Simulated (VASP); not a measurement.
# Ta (P6_3/mmc) in VASP: notebook

Runs on Ta. Level: PBEsol. Tasks: single point.

All numbers are computed with VASP 6.6.1; they aren't measurements. Logs are shortened: lines on timing, memory, paths and dates and some standing lists are left out, and cuts for length are marked.

## 1. The cell of the first run

It takes space group P6_3/mmc (No. 194, hexagonal). The conventional cell has a = 2.939 Å, b = 2.939 Å, c = 5.234 Å, α = 90.00°, β = 90.00°, γ = 120.00°. Within 3.9 Å of Ta (site symmetry -6m2) lie 12 Ta at 2.94 to 3.12 Å.

## 2. Single point, PBEsol

INCAR

```
SYSTEM = Ta
ALGO = Normal
EDIFF = 1E-6
ENCUT = 520
GGA = PS
ISIF = 2
ISMEAR = 1
LASPH = .True.
LCHARG = .False.
LREAL = .False.
LWAVE = .False.
NBANDS = 18
NELM = 60
PREC = Accurate
SIGMA = 0.1
```

KPOINTS

```
k-points
0
Gamma
  11 11 6
  0 0 0
```

POSCAR

```
Ta
1.0
    2.9385371401      0.0000000000      0.0000000000
   -1.4692736358      2.5448537905      0.0000000000
    0.0000000000      0.0000000000      5.2342550332
Ta
2
Direct
    0.6666666667      0.3333333333      0.7500000000
    0.3333333333      0.6666666667      0.2500000000
```

Potentials or basis: VASP PAW PBE potentials, release 64 (Ta_pv).

The run is started by

```bash
cat potpaw_PBE.64/Ta_pv/POTCAR > POTCAR
mpirun -np 1 vasp_std > vasp.out
```

OUTCAR:

```text
SYSTEM = Ta
   EDIFF = 1E-6
   ENCUT = 520
   GGA = PS
   ISIF = 2
   ISMEAR = 1
   LASPH = .True.
   LREAL = .False.
   NELM = 60
   PREC = Accurate

 ion  position               nearest neighbor table
   1  0.667  0.333  0.750-   2 3.12   2 3.12   2 3.12   2 3.12   2 3.12   2 3.12
   2  0.333  0.667  0.250-   1 3.12   1 3.12   1 3.12   1 3.12   1 3.12   1 3.12

  LATTYP: Found a hexagonal cell.
 ALAT       =     2.9385371401
 C/A-ratio  =     1.7812451515

  Lattice vectors:

 A1 = (   2.9385371401,   0.0000000000,   0.0000000000)
 A2 = (  -1.4692736358,   2.5448537905,   0.0000000000)
 A3 = (   0.0000000000,   0.0000000000,   5.2342550332)

Analysis of symmetry for initial positions (statically):
=====================================================================
 Subroutine PRICEL returns:
 Original cell was already a primitive cell.

 Routine SETGRP: Setting up the symmetry group for a
 hexagonal supercell.

 Subroutine GETGRP returns: Found 24 space group operations
 (whereof 12 operations were pure point group operations)
 out of a pool of 24 trial point group operations.

The static configuration has the point symmetry D_3d.
 The point group associated with its full space group is D_6h.

Analysis of symmetry for dynamics (positions and initial velocities):
=====================================================================
 Subroutine PRICEL returns:
 Original cell was already a primitive cell.

 Routine SETGRP: Setting up the symmetry group for a
 hexagonal supercell.

 Subroutine GETGRP returns: Found 24 space group operations
 (whereof 12 operations were pure point group operations)
 out of a pool of 24 trial point group operations.

The dynamic configuration has the point symmetry D_3d.
 The point group associated with its full space group is D_6h.

 Subroutine INISYM returns: Found 24 space group operations
 (whereof 12 operations are pure point group operations),
 and found     1 'primitive' translations

----------------------------------------------------------------------------------------

                                     Primitive cell

  volume of cell :      39.1425

  direct lattice vectors                    reciprocal lattice vectors
     2.938537140  0.000000000  0.000000000     0.340305381  0.196475619  0.000000000
    -1.469273636  2.544853790  0.000000000     0.000000000  0.392949883  0.000000000
     0.000000000  0.000000000  5.234255033     0.000000000  0.000000000  0.191049155

  length of vectors
     2.938537140  2.938544849  5.234255033     0.392950914  0.392949883  0.191049155

  position of ions in fractional coordinates (direct lattice)
     0.666666667  0.333333333  0.750000000
     0.333333333  0.666666667  0.250000000

  ion indices of the primitive-cell ions
   primitive index   ion index
                 1           1
                 2           2

----------------------------------------------------------------------------------------

 KPOINTS: k-points

Automatic generation of k-mesh.
 Grid dimensions read from file:
 generate k-points for:   11   11    6

 Generating k-lattice:

  Cartesian coordinates                     Fractional coordinates (reciprocal lattice)
     0.030936853  0.017861420  0.000000000     0.090909091 -0.000000000  0.000000000
     0.000000000  0.035722717  0.000000000     0.000000000  0.090909091  0.000000000
     0.000000000  0.000000000  0.031841526     0.000000000  0.000000000  0.166666667

  Length of vectors
     0.035722810  0.035722717  0.031841526

  Shift w.r.t. Gamma in fractional coordinates (k-lattice)
     0.000000000  0.000000000  0.000000000

 Subroutine IBZKPT returns following result:
 ===========================================

 Found     64 irreducible k-points:

 Following reciprocal coordinates:
            Coordinates               Weight
  0.000000  0.000000  0.000000      1.000000
  0.090909 -0.000000  0.000000      6.000000
  0.181818  0.000000  0.000000      6.000000
  0.272727  0.000000  0.000000      6.000000
  0.363636  0.000000  0.000000      6.000000
  0.454545 -0.000000  0.000000      6.000000
[... 16 lines left out ...]
  0.090909  0.090909  0.166667     12.000000
  0.181818  0.090909  0.166667     24.000000
 [... further k-points ...]
   k-points           NKPTS =     64   k-points in BZ     NKDIM =     64   number of bands    NBANDS=     18
   number of dos      NEDOS =    301   number of ions     NIONS =      2
   total plane-waves  NPLWV =  23040
   dimension x,y,z NGX =    24 NGY =   24 NGZ =   40
   dimension x,y,z NGXF=    48 NGYF=   48 NGZF=   80
   ions per type =               2
   NGX,Y,Z   is equivalent  to a cutoff of  13.58, 13.58, 12.70 a.u.
   NGXF,Y,Z  is equivalent  to a cutoff of  27.16, 27.16, 25.41 a.u.
 SYSTEM =  Ta
   PREC   = accura    normal or accurate (medium, high low for compatibility)
   ISTART =      0    job   : 0-new  1-cont  2-samecut
   ICHARG =      2    charge: 1-file 2-atom 10-const
   ISPIN  =      1    spin polarized calculation?
   LNONCOLLINEAR =      F non collinear calculations
   LSORBIT =      F    spin-orbit coupling
   LASPH  =      T    aspherical Exc in radial PAW
   ENCUT  =  520.0 eV  38.22 Ry    6.18 a.u.   5.46  5.46  9.73*2*pi/ulx,y,z
   NELM   =     60;   NELMIN=  2; NELMDL= -5     # of ELM steps
   EDIFF  = 0.1E-05   stopping-criterion for ELM
   LREAL  =      F    real-space projection
   EDIFFG = 0.1E-04   stopping-criterion for IOM
   NSW    =      0    number of steps for IOM
   IBRION =     -1    ionic relax: 0-MD 1-quasi-New 2-CG
   NFREE  =      0    steps in history (QN), initial steepest desc. (CG)
   ISIF   =      2    stress and relaxation
   ISYM   =      2    0-nonsym 1-usesym 2-fastsym
   POTIM  = 0.5000    time-step for ionic-motion
   TEBEG  =    0.0;   TEEND  =   0.0 temperature during run
   PSTRESS=    0.0 pullay stress
   NELECT =      22.0000    total number of electrons
   NUPDOWN=      -1.0000    fix difference up-down
   EMIN   =  10.00;   EMAX   =-10.00  energy-range for DOS
   EFERMI =   0.00;   METHOD = LEGACY
   ISMEAR =     1;   SIGMA  =   0.10  broadening in eV -4-tet -1-fermi 0-gaus
   EFERMI_NEDOS =   21; number of points for ismear=-14 and -15
   IALGO  =     38    algorithm
   IMIX   =      4    mixing-type and parameters
     AMIX     =   0.40;   BMIX     =  1.00
     AMIX_MAG =   1.60;   BMIX_MAG =  1.00
  volume/ion in A,a.u.               =      19.57       132.07
  Fermi-wavevector in a.u.,A,eV,Ry     =   1.351033  2.553083 24.834596  1.825291
  Thomas-Fermi vector in A             =   2.478489
   LORBIT       =      0    0 simple, 1 ext, 2 COOP (PROOUT), +10 PAW based schemes
   GGA     = PS    functional components
   LHFCALC =     F    Hartree Fock is set to
   AEXX    =    0.0000 exact exchange contribution
   IVDW    =     0    specifies the selected vdW correction
   LEPSILON=     F    determine dielectric tensor
   LRPA    =     F    only Hartree local field effects (RPA)
 non-spin polarized calculation
 Methfessel and Paxton  Order N= 1 SIGMA  =   0.10
  energy-cutoff  :      520.00
  volume of cell :       39.14
 maximum number of plane-waves:      1087
 NGX is ok and might be reduce to    24
   NGX = 11   NGY = 11   NGZ = 19

 number of electron      22.0000002 magnetization

 Free energy of the ion-electron system (eV)
  ---------------------------------------------------
  ext. energy  EPLUGINS =         0.00000000
  ---------------------------------------------------
  free energy    TOTEN  =       -24.39594610 eV

  energy without entropy =      -24.39689029  energy(sigma->0) =      -24.39626083

 E-fermi :   5.1008     XC(G=0): -12.2955

 val. band max:        5.0761793286   @ k =   0.2727   0.2727   0.0000
 cond. band min:       5.1083659796   @ k =   0.1818   0.0000   0.0000
 fundamental gap:      0.0321866510
 Fermi energy:         5.1008414503

 k-point     1 :       0.0000    0.0000    0.0000
  band No.  band energies     occupation
      1     -29.4655      2.00000
      2     -28.7577      2.00000
      3     -28.6336      2.00000
      4     -28.6336      2.00000
      5     -28.5614      2.00000
      6     -28.5614      2.00000
[... 10 lines left out ...]
     17       9.9589      0.00000
     18       9.9589      0.00000

 k-point     2 :       0.0909   -0.0000    0.0000
  band No.  band energies     occupation
      1     -29.4427      2.00000
      2     -28.7604      2.00000
      3     -28.7076      2.00000
      4     -28.6537      2.00000
      5     -28.6369      2.00000
      6     -28.5752      2.00000
[... 10 lines left out ...]
     17      10.0711      0.00000
     18      10.5617      0.00000

 k-point     3 :       0.1818    0.0000    0.0000
  band No.  band energies     occupation
      1     -29.3787      2.00000
      2     -28.9041      2.00000
      3     -28.8335      2.00000
      4     -28.7701      2.00000
      5     -28.7063      2.00000
      6     -28.6133      2.00000
[... 10 lines left out ...]
     17      10.2448      0.00000
     18      11.7994      0.00000

 k-point     4 :       0.2727    0.0000    0.0000
  band No.  band energies     occupation
      1     -29.2861      2.00000
      2     -29.1568      2.00000
      3     -29.0793      2.00000
      4     -28.7912      2.00000
      5     -28.7729      2.00000
      6     -28.6640      2.00000
[... 10 lines left out ...]
     17      10.3321      0.00000
     18      12.5778      0.00000

 k-point     5 :       0.3636    0.0000    0.0000
  band No.  band energies     occupation
      1     -29.3837      2.00000
      2     -29.2954      2.00000
      3     -29.1853      2.00000
      4     -28.8325      2.00000
      5     -28.8258      2.00000
      6     -28.7111      2.00000
[... 10 lines left out ...]
     17      10.3404      0.00000
     18      12.3711      0.00000

 k-point     6 :       0.4545   -0.0000    0.0000
  band No.  band energies     occupation
      1     -29.5158      2.00000
      2     -29.4201      2.00000
      3     -29.1084      2.00000
      4     -28.8673      2.00000
      5     -28.8631      2.00000
      6     -28.7392      2.00000
[... 10 lines left out ...]
     17      11.2376      0.00000
     18      12.4623      0.00000

 k-point     7 :       0.0909    0.0909    0.0000
  band No.  band energies     occupation
      1     -29.3992      2.00000
      2     -28.8306      2.00000
      3     -28.7852      2.00000
      4     -28.7666      2.00000
      5     -28.6804      2.00000
      6     -28.6108      2.00000
[... 10 lines left out ...]
     17      10.0940      0.00000
     18      11.5200      0.00000

 k-point     8 :       0.1818    0.0909    0.0000
  band No.  band energies     occupation
      1     -29.3208      2.00000
      2     -29.0408      2.00000
      3     -28.9940      2.00000
      4     -28.7822      2.00000
      5     -28.7533      2.00000
      6     -28.6685      2.00000
[... 10 lines left out ...]
     17      10.0926      0.00000
     18      12.7669      0.00000
[... 229 lines left out ...]
     17      10.1054      0.00000
     18      11.0680      0.00000

 k-point    20 :       0.2727    0.0000    0.1667
  band No.  band energies     occupation
      1     -29.2856      2.00000
      2     -29.1315      2.00000
      3     -29.0891      2.00000
      4     -28.8080      2.00000
      5     -28.7657      2.00000
      6     -28.6714      2.00000
[... 10 lines left out ...]
     17      10.1560      0.00000
     18      11.6184      0.00000

 k-point    21 :       0.3636    0.0000    0.1667
  band No.  band energies     occupation
      1     -29.4014      2.00000
      2     -29.3179      2.00000
      3     -29.1340      2.00000
      4     -28.8360      2.00000
      5     -28.8245      2.00000
      6     -28.7193      2.00000
[... 10 lines left out ...]
     17      10.3981      0.00000
     18      11.8094      0.00000

 k-point    22 :       0.4545   -0.0000    0.1667
  band No.  band energies     occupation
      1     -29.5253      2.00000
      2     -29.4396      2.00000
      3     -29.0750      2.00000
      4     -28.8658      2.00000
      5     -28.8588      2.00000
      6     -28.7479      2.00000
[... 10 lines left out ...]
     17      11.2693      0.00000
     18      11.8046      0.00000

 k-point    23 :       0.0909    0.0909    0.1667
  band No.  band energies     occupation
      1     -29.3622      2.00000
      2     -28.8443      2.00000
      3     -28.8230      2.00000
      4     -28.7551      2.00000
      5     -28.6754      2.00000
      6     -28.6164      2.00000
[... 10 lines left out ...]
     17       9.9822      0.00000
     18      10.9464      0.00000

 k-point    24 :       0.1818    0.0909    0.1667
  band No.  band energies     occupation
      1     -29.2998      2.00000
      2     -29.0325      2.00000
      3     -29.0054      2.00000
      4     -28.8056      2.00000
      5     -28.7434      2.00000
      6     -28.6745      2.00000
[... 10 lines left out ...]
     17       9.9365      0.00000
     18      11.6355      0.00000

 [... further k-points ...]
[... 5 lines left out ...]
  --------------------------------------------------------------------------------------
  -------------------------------------------------------------------------------------
  Total       -3.4518538     -3.4518700     -3.0670465      0.0000069      0.0000000      0.0000000
  in kB     -141.2908638   -141.2915275   -125.5399784      0.0002813      0.0000000      0.0000000
  external PRESSURE =    -136.0407899 kB  Pullay stress =       0.0000000 kB

 VOLUME and BASIS-vectors are now :
 -----------------------------------------------------------------------------
  energy-cutoff  :      520.00
  volume of cell :       39.14
      direct lattice vectors                 reciprocal lattice vectors
     2.938537140  0.000000000  0.000000000     0.340305381  0.196475619  0.000000000
    -1.469273636  2.544853790  0.000000000     0.000000000  0.392949883  0.000000000
     0.000000000  0.000000000  5.234255033     0.000000000  0.000000000  0.191049155

 POSITION                                       TOTAL-FORCE (eV/Angst)
 -----------------------------------------------------------------------------------
      1.46927      0.84828      3.92569         0.000000     -0.000000      0.000000
     -0.00000      1.69657      1.30856        -0.000000      0.000000      0.000000
 -----------------------------------------------------------------------------------
    total drift:                                0.000000     -0.000000      0.000000

  FREE ENERGIE OF THE ION-ELECTRON SYSTEM (eV)
  ---------------------------------------------------
  free  energy   TOTEN  =       -24.3959460993 eV

  energy  without entropy=      -24.3968902898  energy(sigma->0) =      -24.39626083
```

Run time: 37 s. Hardware: 1 thread of AMD EPYC 7R43 (Zen 3), shared host; peak memory 0.14 GiB.

What came out:

| Quantity | Value |
| --- | --- |
| Free energy | -24.3959 eV |
| Pressure | -13.6 GPa |
| Band gap on the k mesh | zero (band 11 reaches 6.34 eV, above the bottom of band 12 at 4.39 eV) |

Caveat: the PAW data sets were made with another functional, which shifts forces and pressure a little; spin-orbit coupling is left out, which moves the levels of the heavy elements.

[end of part 1 of 2]
